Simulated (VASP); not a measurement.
# Mg (I4/mmm) in VASP: notebook

The runs below take Mg through electric field gradients, density of states, with PBEsol.

All numbers are computed with VASP 6.6.1; they aren't measurements. Logs are shortened: lines on timing, memory, paths and dates and some standing lists are left out, and cuts for length are marked.

### 1 The cell of the first run

Symmetry: I4/mmm, No. 139, tetragonal system. The conventional cell has a = 3.732 Å, b = 3.732 Å, c = 3.414 Å, α = 90.00°, β = 90.00°, γ = 90.00°. Within 4.1 Å of Mg (site symmetry 4/mmm) lie 14 Mg at 3.14 to 3.73 Å.

### 2 Electric field gradients, PBEsol (volume scaled by 1.05)

The input, INCAR:

```
  PREC = Accurate
  ENCUT = 520
  EDIFF = 1E-8
  ISMEAR = -1
  SIGMA = 0.05
  LREAL = False
  LASPH = True
  NELM = 100
  ALGO = Normal
  ISIF = 2
  LWAVE = False
  LCHARG = False
  GGA = PS
  LEFG = True
  NBANDS = 7
```

The input, KPOINTS:

```
Automatic mesh
0
Gamma
  15 15 15
```

The input, POSCAR:

```
Mg
1.0
   -1.8660952039      1.8660952039      1.7069401276
    1.8660952039     -1.8660952039      1.7069401276
    1.8660952039      1.8660952039     -1.7069401276
Mg
1
Direct
    0.0000000000      0.0000000000      0.0000000000
```

Potentials or basis: VASP PAW PBE potentials, release 64 (Mg).

Started as:

```console
$ cat potpaw_PBE.64/Mg/POTCAR > POTCAR
$ mpirun -np 1 vasp_std > vasp.out
```

OUTCAR:

```text
PREC = Accurate
   ENCUT = 520
   EDIFF = 1E-8
   ISMEAR = -1
   LREAL = False
   LASPH = True
   NELM = 100
   ISIF = 2
   GGA = PS

 ion  position               nearest neighbor table
   1  0.000  0.000  0.000-

  LATTYP: Found a body centered tetragonal cell.
 ALAT       =     3.7321904078
 C/A-ratio  =     0.9147122419

  Lattice vectors:

 A1 = (  -1.8660952039,   1.8660952039,   1.7069401276)
 A2 = (   1.8660952039,  -1.8660952039,   1.7069401276)
 A3 = (   1.8660952039,   1.8660952039,  -1.7069401276)

Analysis of symmetry for initial positions (statically):
=====================================================================
 Subroutine PRICEL returns:
 Original cell was already a primitive cell.

 Routine SETGRP: Setting up the symmetry group for a
 body centered tetragonal supercell.

 Subroutine GETGRP returns: Found 16 space group operations
 (whereof 16 operations were pure point group operations)
 out of a pool of 16 trial point group operations.

The static configuration has the point symmetry D_4h.

Analysis of symmetry for dynamics (positions and initial velocities):
=====================================================================
 Subroutine PRICEL returns:
 Original cell was already a primitive cell.

 Routine SETGRP: Setting up the symmetry group for a
 body centered tetragonal supercell.

 Subroutine GETGRP returns: Found 16 space group operations
 (whereof 16 operations were pure point group operations)
 out of a pool of 16 trial point group operations.

The dynamic configuration has the point symmetry D_4h.

 Subroutine INISYM returns: Found 16 space group operations
 (whereof 16 operations are pure point group operations),
 and found     1 'primitive' translations

----------------------------------------------------------------------------------------

                                     Primitive cell

  volume of cell :      23.7764

  direct lattice vectors                    reciprocal lattice vectors
    -1.866095204  1.866095204  1.706940128     0.000000000  0.267939170  0.292921815
     1.866095204 -1.866095204  1.706940128     0.267939170  0.000000000  0.292921815
     1.866095204  1.866095204 -1.706940128     0.267939170  0.267939170  0.000000000

  length of vectors
     3.142971082  3.142971082  3.142971082     0.396981849  0.396981849  0.378923208

  position of ions in fractional coordinates (direct lattice)
     0.000000000  0.000000000  0.000000000

  ion indices of the primitive-cell ions
   primitive index   ion index
                 1           1

----------------------------------------------------------------------------------------

 KPOINTS: Automatic mesh

Automatic generation of k-mesh.
 Grid dimensions read from file:
 generate k-points for:   15   15   15

 Generating k-lattice:

  Cartesian coordinates                     Fractional coordinates (reciprocal lattice)
     0.000000000  0.017862611  0.019528121     0.066666667  0.000000000  0.000000000
     0.017862611  0.000000000  0.019528121     0.000000000  0.066666667  0.000000000
     0.017862611  0.017862611  0.000000000     0.000000000  0.000000000  0.066666667

  Length of vectors
     0.026465457  0.026465457  0.025261547

  Shift w.r.t. Gamma in fractional coordinates (k-lattice)
     0.000000000  0.000000000  0.000000000

 Subroutine IBZKPT returns following result:
 ===========================================

 Found    288 irreducible k-points:

 Following reciprocal coordinates:
            Coordinates               Weight
  0.000000  0.000000  0.000000      1.000000
  0.066667  0.000000 -0.000000      8.000000
  0.133333  0.000000  0.000000      8.000000
  0.200000 -0.000000  0.000000      8.000000
  0.266667  0.000000  0.000000      8.000000
  0.333333 -0.000000  0.000000      8.000000
[... 16 lines left out ...]
  0.133333  0.133333  0.000000      8.000000
  0.200000  0.133333  0.000000     16.000000
 [... further k-points ...]
   k-points           NKPTS =    288   k-points in BZ     NKDIM =    288   number of bands    NBANDS=      7
   number of dos      NEDOS =    301   number of ions     NIONS =      1
   total plane-waves  NPLWV =  13824
   dimension x,y,z NGX =    24 NGY =   24 NGZ =   24
   dimension x,y,z NGXF=    48 NGYF=   48 NGZF=   48
   ions per type =               1
   NGX,Y,Z   is equivalent  to a cutoff of  12.69, 12.69, 12.69 a.u.
   NGXF,Y,Z  is equivalent  to a cutoff of  25.39, 25.39, 25.39 a.u.
 SYSTEM =  unknown system
   PREC   = accura    normal or accurate (medium, high low for compatibility)
   ISTART =      0    job   : 0-new  1-cont  2-samecut
   ICHARG =      2    charge: 1-file 2-atom 10-const
   ISPIN  =      1    spin polarized calculation?
   LNONCOLLINEAR =      F non collinear calculations
   LSORBIT =      F    spin-orbit coupling
   LASPH  =      T    aspherical Exc in radial PAW
   ENCUT  =  520.0 eV  38.22 Ry    6.18 a.u.   5.84  5.84  5.84*2*pi/ulx,y,z
   NELM   =    100;   NELMIN=  2; NELMDL= -5     # of ELM steps
   EDIFF  = 0.1E-07   stopping-criterion for ELM
   LREAL  =      F    real-space projection
   EDIFFG = 0.1E-06   stopping-criterion for IOM
   NSW    =      0    number of steps for IOM
   IBRION =     -1    ionic relax: 0-MD 1-quasi-New 2-CG
   NFREE  =      0    steps in history (QN), initial steepest desc. (CG)
   ISIF   =      2    stress and relaxation
   ISYM   =      2    0-nonsym 1-usesym 2-fastsym
   POTIM  = 0.5000    time-step for ionic-motion
   TEBEG  =    0.0;   TEEND  =   0.0 temperature during run
   PSTRESS=    0.0 pullay stress
   NELECT =       2.0000    total number of electrons
   NUPDOWN=      -1.0000    fix difference up-down
   EMIN   =  10.00;   EMAX   =-10.00  energy-range for DOS
   EFERMI =   0.00;   METHOD = LEGACY
   ISMEAR =    -1;   SIGMA  =   0.05  broadening in eV -4-tet -1-fermi 0-gaus
   EFERMI_NEDOS =   21; number of points for ismear=-14 and -15
   IALGO  =     38    algorithm
   IMIX   =      4    mixing-type and parameters
     AMIX     =   0.40;   BMIX     =  1.00
     AMIX_MAG =   1.60;   BMIX_MAG =  1.00
  volume/ion in A,a.u.               =      23.78       160.45
  Fermi-wavevector in a.u.,A,eV,Ry     =   0.717303  1.355507  7.000526  0.514524
  Thomas-Fermi vector in A             =   1.805948
   LORBIT       =      0    0 simple, 1 ext, 2 COOP (PROOUT), +10 PAW based schemes
   GGA     = PS    functional components
   LHFCALC =     F    Hartree Fock is set to
   AEXX    =    0.0000 exact exchange contribution
   IVDW    =     0    specifies the selected vdW correction
   LEPSILON=     F    determine dielectric tensor
   LRPA    =     F    only Hartree local field effects (RPA)
 non-spin polarized calculation
  energy-cutoff  :      520.00
  volume of cell :       23.78
 maximum number of plane-waves:       653
   NGX = 11   NGY = 11   NGZ = 11

 number of electron       2.0000000 magnetization

 Free energy of the ion-electron system (eV)
  ---------------------------------------------------
  ext. energy  EPLUGINS =         0.00000000
  ---------------------------------------------------
  free energy    TOTEN  =        -1.68594961 eV

  energy without entropy =       -1.68113246  energy(sigma->0) =       -1.68354104

 E-fermi :   2.4565     XC(G=0):  -8.4267

 val. band max:        2.4375294362   @ k =   0.4000   0.2000  -0.0000
 cond. band min:       2.4592153990   @ k =   0.4000   0.0667   0.0667
 fundamental gap:      0.0216859628
 Fermi energy:         2.4565132024

 k-point     1 :       0.0000    0.0000    0.0000
  band No.  band energies     occupation
      1      -4.3639      2.00000
      2      14.0867      0.00000
      3      15.8775      0.00000
      4      15.8775      0.00000
      5      16.2167      0.00000
      6      16.2472      0.00000
      7      16.2472      0.00000

 k-point     2 :       0.0667    0.0000   -0.0000
  band No.  band energies     occupation
      1      -4.2582      2.00000
      2      13.5932      0.00000
      3      14.5588      0.00000
      4      15.2288      0.00000
      5      15.2463      0.00000
      6      16.9472      0.00000
      7      16.9762      0.00000
[... 201 lines left out ...]
 k-point    23 :       0.1333    0.1333    0.0000
  band No.  band energies     occupation
      1      -3.0662      2.00000
      2       9.8465      0.00000
      3      10.1871      0.00000
      4      11.8715      0.00000
      5      15.3480      0.00000
      6      15.4629      0.00000
      7      17.3657      0.00000

 k-point    24 :       0.2000    0.1333    0.0000
  band No.  band energies     occupation
      1      -2.3202      2.00000
      2       7.8507      0.00000
      3       9.1937      0.00000
      4      11.3039      0.00000
      5      14.6742      0.00000
      6      15.6908      0.00000
      7      17.3724      0.00000

 [... further k-points ...]

------------------------ aborting loop because EDIFF is reached ----------------------------------------

  FORCE on cell =-STRESS in cart. coord.  units (eV):
  Direction    XX          YY          ZZ          XY          YZ          ZX
  --------------------------------------------------------------------------------------
  -------------------------------------------------------------------------------------
  Total       -0.2761347     -0.2761347     -0.2470716      0.0000000      0.0000000      0.0000000
  in kB      -18.6073994    -18.6073994    -16.6489747      0.0000000      0.0000000      0.0000000
  external PRESSURE =     -17.9545912 kB  Pullay stress =       0.0000000 kB

 VOLUME and BASIS-vectors are now :
 -----------------------------------------------------------------------------
  energy-cutoff  :      520.00
  volume of cell :       23.78
      direct lattice vectors                 reciprocal lattice vectors
    -1.866095204  1.866095204  1.706940128     0.000000000  0.267939170  0.292921815
     1.866095204 -1.866095204  1.706940128     0.267939170  0.000000000  0.292921815
     1.866095204  1.866095204 -1.706940128     0.267939170  0.267939170  0.000000000

 POSITION                                       TOTAL-FORCE (eV/Angst)
 -----------------------------------------------------------------------------------
      0.00000      0.00000      0.00000         0.000000     -0.000000      0.000000
 -----------------------------------------------------------------------------------
    total drift:                                0.000000      0.000000      0.000000

  FREE ENERGIE OF THE ION-ELECTRON SYSTEM (eV)
  ---------------------------------------------------
  free  energy   TOTEN  =        -1.6859496125 eV

  energy  without entropy=       -1.6811324644  energy(sigma->0) =       -1.68354104

 Electric field gradients (V/A^2)
---------------------------------------------------------------------
 ion       V_xx      V_yy      V_zz      V_xy      V_xz      V_yz
---------------------------------------------------------------------
   1       1.060     1.060    -2.120    -0.000    -0.000    -0.000
---------------------------------------------------------------------

 Electric field gradients after diagonalization (V/A^2)
 (convention: |V_zz| > |V_xx| > |V_yy|)
----------------------------------------------------------------------
 ion       V_xx      V_yy      V_zz     asymmetry (V_yy - V_xx)/ V_zz
----------------------------------------------------------------------
   1       1.060     1.060    -2.120       0.000
----------------------------------------------------------------------

           NMR quadrupolar parameters

 Cq : quadrupolar parameter    Cq=e*Q*V_zz/h
 eta: asymmetry parameters     (V_yy - V_xx)/ V_zz
 Q  : nuclear electric quadrupole moment in mb (millibarn)
----------------------------------------------------------------------
 ion       Cq(MHz)       eta       Q (mb)
----------------------------------------------------------------------
   1      -0.005       0.000       1.000
----------------------------------------------------------------------
```

Run time: 14 s. Hardware: 1 thread of Intel Xeon 6975P-C (Granite Rapids), shared host; peak memory 0.17 GiB.

Results:

* Free energy: -1.6859 eV
* Pressure: -1.8 GPa
* Band gap on the k mesh: zero (band 1 reaches 5.58 eV, above the bottom of band 2 at 1.18 eV)

Electric field gradients, principal values (V/Å²):
```tsv
atom	least	middle	greatest (by size)
1 Mg	1.060	1.060	-2.120
```

Caveat: the cell differs from its parent crystal (volume scaled by 1.05); without QUAD_EFG the Cq values of the log hold for a quadrupole moment of 1 mb, not for the nuclei; the PAW data sets were made with another functional, which shifts forces and pressure a little.

### 3 Density of states, PBEsol

This run uses another cell than the first one, of 22.64 Å³/atom, 0.952 times its volume.

The input, POSCAR:

```
Mg
1.0
   -1.8359916300      1.8359916300      1.6794040200
    1.8359916300     -1.8359916300      1.6794040200
    1.8359916300      1.8359916300     -1.6794040200
Mg
1
Direct
    0.0000000000      0.0000000000      0.0000000000
```

The input, INCAR.step1:

```
PREC = Accurate
ENCUT = 520
EDIFF = 1E-6
ISMEAR = -1
SIGMA = 0.05
LREAL = False
LASPH = True
NELM = 100
ALGO = Normal
ISIF = 2
LWAVE = False
LCHARG = True
GGA = PS
NBANDS = 7
```

The input, KPOINTS.step1:

```
regular mesh
0
Gamma
  15 15 15
```

The input, INCAR.step2:

```
PREC = Accurate
ENCUT = 520
EDIFF = 1E-6
ISMEAR = -5
SIGMA = 0.05
LREAL = False
LASPH = True
NELM = 100
ALGO = Normal
ISIF = 2
LWAVE = False
LCHARG = False
GGA = PS
LORBIT = 11
NBANDS = 7
NEDOS = 1001
ICHARG = 11
```

The input, KPOINTS.step2:

```
regular mesh
0
Gamma
  23 23 23
```

Potentials or basis: VASP PAW PBE potentials, release 64 (Mg).

Started as:

```console
$ cat potpaw_PBE.64/Mg/POTCAR > POTCAR
$ cp INCAR.step1 INCAR
$ cp KPOINTS.step1 KPOINTS
$ mpirun -np 1 vasp_std > vasp.out
$ cp INCAR.step2 INCAR
$ cp KPOINTS.step2 KPOINTS
$ mpirun -np 1 vasp_std > vasp.out
```

Wall time 39 s (1 thread of Intel Xeon 6975P-C (Granite Rapids), shared host); peak memory 0.29 GiB.

Results (log left out):

```yaml
Valence_electrons_inside_the_program's_atomic_spheres: Mg 0.35
```

Levels at points of the mesh, in eV from the Fermi level:
| k point | band 1 | band 2 | band 3 | band 4 | band 5 |
| --- | --- | --- | --- | --- | --- |
| (0.00, 0.00, 0.00) | -7.03 | 11.91 | 13.77 | 13.77 | 14.11 |

Caveat: the PAW data sets were made with another functional, which shifts forces and pressure a little; tetrahedron occupations give inexact forces and stress in metals.
